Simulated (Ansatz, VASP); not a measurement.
## Y in VASP and in Ansatz

```
Y
1.0
     1.73797   -5.59196    0.00000
     1.73797    5.59196    0.00000
     0.00000    0.00000    3.45979
Y
2
Cartesian
  1.7380 -4.0726 0.8649
  1.7380 4.0726 2.5948
```

Alike in both runs: functional PBE; k mesh 6 × 6 × 4; occupations gaussian, width 0.1 eV; no spin polarisation.

Ansatz relaxed the structure, and its values are those at the end. VASP's run is a single point on that final structure, the one shown.

|  | VASP | Ansatz |
| --- | --- | --- |
| version | VASP 6.6.1 | Ansatz 0.2.0 |
| potentials or method | VASP PAW PBE potentials, release 64 (Y_sv), cutoff 520 eV | scalar-relativistic, plane waves, PAW |
| valence electrons in the cell | 22 | 22 |

|  | VASP | Ansatz | Ansatz less VASP |
| --- | --- | --- | --- |
| gap on the k mesh at the Fermi level (eV) | none | none | - |
| pressure (GPa) | -0.1 | 0.0 | +0.11 |
| rms of the force components (eV/Å) | 0.017 | 0.013 | -0.0041 |

A gap of «none» marks a metal or a gap that the smearing closes. With one functional, cell and mesh, what is left measures potentials, basis and numerics.

The k mesh is coarse, so the values compare programs but aren't converged.
